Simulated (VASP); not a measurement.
# Nb in VASP: single point with PBEsol

Aim: the single point of Nb with PBEsol.

Everything below comes from runs of VASP 6.6.1. Logs are shortened: lines on timing, memory, paths and dates and some standing lists are left out, and cuts for length are marked.

## Step 1: The cell of the first run

The cell holds a slab with vacuum, 11 atoms: a = 4.625 Å, b = 2.832 Å, c = 29.352 Å, α = 90.00°, β = 90.00°, γ = 90.00°.

## Step 2: Single point, PBEsol

File INCAR:

```
SYSTEM = Nb
PREC = Accurate ; ENCUT = 520
EDIFF = 1E-7 ; ISMEAR = -1
SIGMA = 0.03 ; LREAL = .FALSE.
LASPH = .TRUE. ; NELM = 100
ALGO = Normal ; ISIF = 2
LWAVE = .FALSE. ; LCHARG = .FALSE.
LDIPOL = .TRUE. ; IDIPOL = 3
DIPOL = 0.5 0.5 0.500 ; GGA = PS
NBANDS = 82
```

File KPOINTS:

```
Automatic mesh
0
G
  7 12 1
  0 0 0
```

File POSCAR:

```
Nb
1.0
    4.6253602370      0.0000000000      0.0000000000
    0.0000000000      2.8324431140      0.0000000000
    0.0000000000      0.0000000000     29.3522648890
Nb
11
Direct
    0.0000000000      0.0000000000      0.2725513697
    0.5000000000      0.3333333333      0.3180410958
    0.0000000000      0.6666666667      0.3635308218
    0.5000000000      1.0000000000      0.4090205479
    0.0000000000      0.3333333333      0.4545102739
    0.5000000000      0.6666666667      0.5000000000
    0.0000000000      1.0000000000      0.5454897261
    0.5000000000      0.3333333333      0.5909794521
    0.0000000000      0.6666666667      0.6364691782
    0.5000000000      1.0000000000      0.6819589042
    0.0000000000      0.3333333333      0.7274486303
```

Potentials or basis: VASP PAW PBE potentials, release 64 (Nb_sv).

Started as:

```console
$ cat potpaw_PBE.64/Nb_sv/POTCAR > POTCAR
$ mpirun -np 1 vasp_std > vasp.out
```

OUTCAR:

```text
SYSTEM = Nb
   PREC = Accurate
   ENCUT = 520
   EDIFF = 1E-7
   ISMEAR = -1
   LREAL = .FALSE.
   LASPH = .TRUE.
   NELM = 100
   ISIF = 2
   GGA = PS

 ion  position               nearest neighbor table
   1  0.000  0.000  0.273-   3 2.83   2 2.83   2 2.83
   2  0.500  0.333  0.318-   3 2.83   3 2.83   4 2.83   1 2.83   1 2.83
   3  0.000  0.667  0.364-   2 2.83   2 2.83   1 2.83   5 2.83   4 2.83   4 2.83
   4  0.500  0.000  0.409-   5 2.83   5 2.83   6 2.83   2 2.83   3 2.83   3 2.83
   5  0.000  0.333  0.455-   4 2.83   4 2.83   3 2.83   6 2.83   6 2.83   7 2.83
   6  0.500  0.667  0.500-   4 2.83   8 2.83   7 2.83   7 2.83   5 2.83   5 2.83
   7  0.000  0.000  0.545-   8 2.83   8 2.83   9 2.83   6 2.83   6 2.83   5 2.83
   8  0.500  0.333  0.591-   7 2.83   7 2.83  10 2.83   6 2.83   9 2.83   9 2.83
   9  0.000  0.667  0.636-  10 2.83  10 2.83   7 2.83  11 2.83   8 2.83   8 2.83
  10  0.500  0.000  0.682-   9 2.83   9 2.83   8 2.83  11 2.83  11 2.83
  11  0.000  0.333  0.727-   9 2.83  10 2.83  10 2.83

  LATTYP: Found a simple orthorhombic cell.
 ALAT       =     2.8324431140
 B/A-ratio  =     1.6329931620
 C/A-ratio  =    10.3628788673

  Lattice vectors:

 A1 = (   0.0000000000,  -2.8324431140,   0.0000000000)
 A2 = (   4.6253602370,   0.0000000000,   0.0000000000)
 A3 = (   0.0000000000,   0.0000000000,  29.3522648890)

Analysis of symmetry for initial positions (statically):
=====================================================================
 Subroutine PRICEL returns:
 Original cell was already a primitive cell.

 Routine SETGRP: Setting up the symmetry group for a
 simple orthorhombic supercell.

 Subroutine GETGRP returns: Found  4 space group operations
 (whereof  2 operations were pure point group operations)
 out of a pool of  8 trial point group operations.

The static configuration has the point symmetry C_1h.
 The point group associated with its full space group is C_2h.

Analysis of symmetry for dynamics (positions and initial velocities):
=====================================================================
 Subroutine PRICEL returns:
 Original cell was already a primitive cell.

 Routine SETGRP: Setting up the symmetry group for a
 simple orthorhombic supercell.

 Subroutine GETGRP returns: Found  4 space group operations
 (whereof  2 operations were pure point group operations)
 out of a pool of  8 trial point group operations.

The dynamic configuration has the point symmetry C_1h.
 The point group associated with its full space group is C_2h.

 Subroutine INISYM returns: Found  4 space group operations
 (whereof  2 operations are pure point group operations),
 and found     1 'primitive' translations

----------------------------------------------------------------------------------------

                                     Primitive cell

  volume of cell :     384.5461

  direct lattice vectors                    reciprocal lattice vectors
     4.625360237  0.000000000  0.000000000     0.216199377  0.000000000  0.000000000
     0.000000000  2.832443114  0.000000000     0.000000000  0.353052104  0.000000000
     0.000000000  0.000000000 29.352264889     0.000000000  0.000000000  0.034068921

  length of vectors
     4.625360237  2.832443114 29.352264889     0.216199377  0.353052104  0.034068921

  position of ions in fractional coordinates (direct lattice)
     0.000000000  0.000000000  0.272551370
     0.500000000  0.333333333  0.318041096
     0.000000000  0.666666667  0.363530822
     0.500000000  0.000000000  0.409020548
     0.000000000  0.333333333  0.454510274
     0.500000000  0.666666667  0.500000000
     0.000000000  0.000000000  0.545489726
     0.500000000  0.333333333  0.590979452
     0.000000000  0.666666667  0.636469178
     0.500000000  0.000000000  0.681958904
     0.000000000  0.333333333  0.727448630

  ion indices of the primitive-cell ions
   primitive index   ion index
                 1           1
                 2           2
                 3           3
                 4           4
                 5           5
                 6           6
                 7           7
                 8           8
                 9           9
                10          10
                11          11

----------------------------------------------------------------------------------------

 KPOINTS: Automatic mesh

Automatic generation of k-mesh.
 Grid dimensions read from file:
 generate k-points for:    7   12    1

 Generating k-lattice:

  Cartesian coordinates                     Fractional coordinates (reciprocal lattice)
     0.030885625  0.000000000  0.000000000     0.142857143  0.000000000  0.000000000
     0.000000000  0.029421009  0.000000000     0.000000000  0.083333333  0.000000000
     0.000000000  0.000000000  0.034068921     0.000000000  0.000000000  1.000000000

  Length of vectors
     0.030885625  0.029421009  0.034068921

  Shift w.r.t. Gamma in fractional coordinates (k-lattice)
     0.000000000  0.000000000  0.000000000

 Subroutine IBZKPT returns following result:
 ===========================================

 Found     28 irreducible k-points:

 Following reciprocal coordinates:
            Coordinates               Weight
  0.000000  0.000000  0.000000      1.000000
  0.142857  0.000000  0.000000      2.000000
  0.285714  0.000000  0.000000      2.000000
  0.428571  0.000000  0.000000      2.000000
  0.000000  0.083333  0.000000      2.000000
  0.142857  0.083333  0.000000      4.000000
[... 16 lines left out ...]
  0.285714  0.416667  0.000000      4.000000
  0.428571  0.416667  0.000000      4.000000
 [... further k-points ...]
   k-points           NKPTS =     28   k-points in BZ     NKDIM =     28   number of bands    NBANDS=     82
   number of dos      NEDOS =    301   number of ions     NIONS =     11
   total plane-waves  NPLWV = 193536
   dimension x,y,z NGX =    36 NGY =   24 NGZ =  224
   dimension x,y,z NGXF=    72 NGYF=   48 NGZF=  448
   ions per type =              11
   NGX,Y,Z   is equivalent  to a cutoff of  12.94, 14.09, 12.69 a.u.
   NGXF,Y,Z  is equivalent  to a cutoff of  25.88, 28.17, 25.37 a.u.
 SYSTEM =  Nb
   PREC   = accura    normal or accurate (medium, high low for compatibility)
   ISTART =      0    job   : 0-new  1-cont  2-samecut
   ICHARG =      2    charge: 1-file 2-atom 10-const
   ISPIN  =      1    spin polarized calculation?
   LNONCOLLINEAR =      F non collinear calculations
   LSORBIT =      F    spin-orbit coupling
   LASPH  =      T    aspherical Exc in radial PAW
   ENCUT  =  520.0 eV  38.22 Ry    6.18 a.u.   8.60  5.27 54.58*2*pi/ulx,y,z
   NELM   =    100;   NELMIN=  2; NELMDL= -5     # of ELM steps
   EDIFF  = 0.1E-06   stopping-criterion for ELM
   LREAL  =      F    real-space projection
   EDIFFG = 0.1E-05   stopping-criterion for IOM
   NSW    =      0    number of steps for IOM
   IBRION =     -1    ionic relax: 0-MD 1-quasi-New 2-CG
   NFREE  =      0    steps in history (QN), initial steepest desc. (CG)
   ISIF   =      2    stress and relaxation
   ISYM   =      2    0-nonsym 1-usesym 2-fastsym
   POTIM  = 0.5000    time-step for ionic-motion
   TEBEG  =    0.0;   TEEND  =   0.0 temperature during run
   PSTRESS=    0.0 pullay stress
   NELECT =     143.0000    total number of electrons
   NUPDOWN=      -1.0000    fix difference up-down
   EMIN   =  10.00;   EMAX   =-10.00  energy-range for DOS
   EFERMI =   0.00;   METHOD = LEGACY
   ISMEAR =    -1;   SIGMA  =   0.03  broadening in eV -4-tet -1-fermi 0-gaus
   EFERMI_NEDOS =   21; number of points for ismear=-14 and -15
   IALGO  =     38    algorithm
   IMIX   =      4    mixing-type and parameters
     AMIX     =   0.40;   BMIX     =  1.00
     AMIX_MAG =   1.60;   BMIX_MAG =  1.00
  volume/ion in A,a.u.               =      34.96       235.91
  Fermi-wavevector in a.u.,A,eV,Ry     =   1.177255  2.224690 18.856729  1.385930
  Thomas-Fermi vector in A             =   2.313605
   LORBIT       =      0    0 simple, 1 ext, 2 COOP (PROOUT), +10 PAW based schemes
   GGA     = PS    functional components
   LHFCALC =     F    Hartree Fock is set to
   AEXX    =    0.0000 exact exchange contribution
   IVDW    =     0    specifies the selected vdW correction
   LEPSILON=     F    determine dielectric tensor
   LRPA    =     F    only Hartree local field effects (RPA)
 non-spin polarized calculation
  energy-cutoff  :      520.00
  volume of cell :      384.55
 maximum number of plane-waves:     10414
 NGX is ok and might be reduce to    36
   NGX = 17   NGY = 11   NGZ =109

 dipolmoment           0.000000      0.000000     -0.000000 electrons x Angstroem

 number of electron     142.9999998 magnetization

 dipolmoment           0.000000      0.000000      0.000000 electrons x Angstroem

 Free energy of the ion-electron system (eV)
  ---------------------------------------------------
  ext. energy  EPLUGINS =         0.00000000
  ---------------------------------------------------
  free energy    TOTEN  =      -115.91679989 eV

  energy without entropy =     -115.86299669  energy(sigma->0) =     -115.88989829

 E-fermi :   3.9813     XC(G=0):  -7.2046

 val. band max:        3.9714633290   @ k =   0.1429   0.0000   0.0000
 cond. band min:       3.9819265107   @ k =   0.2857   0.2500   0.0000
 fundamental gap:      0.0104631817
 Fermi energy:         3.9812680384

 k-point     1 :       0.0000    0.0000    0.0000
  band No.  band energies     occupation
      1     -50.6008      2.00000
      2     -50.6008      2.00000
      3     -50.2810      2.00000
      4     -50.2722      2.00000
      5     -50.1866      2.00000
      6     -50.1391      2.00000
[... 74 lines left out ...]
     81       6.3666      0.00000
     82       6.3974      0.00000

 k-point     2 :       0.1429    0.0000    0.0000
  band No.  band energies     occupation
      1     -50.5981      2.00000
      2     -50.5981      2.00000
      3     -50.2732      2.00000
      4     -50.2660      2.00000
      5     -50.1806      2.00000
      6     -50.1391      2.00000
[... 74 lines left out ...]
     81       6.1773      0.00000
     82       6.3256      0.00000
[... 1783 lines left out ...]
     81       6.1466      0.00000
     82       6.4010      0.00000

 k-point    24 :       0.4286    0.4167    0.0000
  band No.  band energies     occupation
      1     -50.4776      2.00000
      2     -50.4776      2.00000
      3     -50.1206      2.00000
      4     -50.1205      2.00000
      5     -50.0349      2.00000
      6     -50.0331      2.00000
[... 74 lines left out ...]
     81       6.1687      0.00000
     82       6.2098      0.00000

 [... further k-points ...]

------------------------ aborting loop because EDIFF is reached ----------------------------------------

 vacuum level on the upper side and lower side of the slab       (xc-potential included)        -0.156        -0.156

  FORCE on cell =-STRESS in cart. coord.  units (eV):
  Direction    XX          YY          ZZ          XY          YZ          ZX
  --------------------------------------------------------------------------------------
  -------------------------------------------------------------------------------------
  Total       -7.2706512     -8.1119888     -4.6728039      0.0000000     -0.3856768      0.0000000
  in kB      -30.2925280    -33.7978870    -19.4688257      0.0000000     -1.6068884      0.0000000
  external PRESSURE =     -27.8530802 kB  Pullay stress =       0.0000000 kB

 VOLUME and BASIS-vectors are now :
 -----------------------------------------------------------------------------
  energy-cutoff  :      520.00
  volume of cell :      384.55
      direct lattice vectors                 reciprocal lattice vectors
     4.625360237  0.000000000  0.000000000     0.216199377  0.000000000  0.000000000
     0.000000000  2.832443114  0.000000000     0.000000000  0.353052104  0.000000000
     0.000000000  0.000000000 29.352264889     0.000000000  0.000000000  0.034068921

 POSITION                                       TOTAL-FORCE (eV/Angst)
 -----------------------------------------------------------------------------------
      0.00000      0.00000      8.00000         0.000000     -0.111518      1.120675
      2.31268      0.94415      9.33523         0.000000      0.275840     -0.483084
      0.00000      1.88830     10.67045         0.000000     -0.125825     -0.726690
      2.31268      0.00000     12.00568         0.000000     -0.020618      0.194394
      0.00000      0.94415     13.34091         0.000000      0.017341     -0.191708
      2.31268      1.88830     14.67613         0.000000      0.000000     -0.000000
      0.00000      0.00000     16.01136         0.000000     -0.017341      0.191708
      2.31268      0.94415     17.34659         0.000000      0.020618     -0.194394
      0.00000      1.88830     18.68181         0.000000      0.125825      0.726690
      2.31268      0.00000     20.01704         0.000000     -0.275840      0.483084
      0.00000      0.94415     21.35226         0.000000      0.111518     -1.120675
 -----------------------------------------------------------------------------------
    total drift:                                0.000000     -0.000001     -0.000000

  FREE ENERGIE OF THE ION-ELECTRON SYSTEM (eV)
  ---------------------------------------------------
  free  energy   TOTEN  =      -115.9167998875 eV

  energy  without entropy=     -115.8629966893  energy(sigma->0) =     -115.88989829

 vacuum level on the upper side and lower side of the slab         7.576         7.576
```

It took 29 min on 1 thread of AMD EPYC 9R45 (Zen 5), shared host; peak memory 0.8 GiB.

Results:

```
Free energy   : -115.9168 eV
Largest force : 1.126 eV/Å
```

Forces in eV/Å, atoms in the order of the input:
```
Nb   0.000 -0.112  1.121
Nb   0.000  0.276 -0.483
Nb   0.000 -0.126 -0.727
Nb   0.000 -0.021  0.194
Nb   0.000  0.017 -0.192
Nb   0.000  0.000  0.000
Nb   0.000 -0.017  0.192
Nb   0.000  0.021 -0.194
Nb   0.000  0.126  0.727
Nb   0.000 -0.276  0.483
Nb   0.000  0.112 -1.121
```

Levels at points of the mesh, in eV from the Fermi level:
```
           k point  band 67  band 68  band 69  band 70  band 71  band 72  band 73  band 74  band 75  band 76
(0.00, 0.00, 0.00)    -0.51    -0.48    -0.44    -0.36    -0.09     0.06     0.23     0.24     0.29     0.33
(0.00, 0.50, 0.00)    -1.12    -0.84    -0.27    -0.19    -0.06     0.10     0.89     1.31     1.40     1.88
```

Caveat: the PAW data sets were made with another functional, which shifts forces and pressure a little.
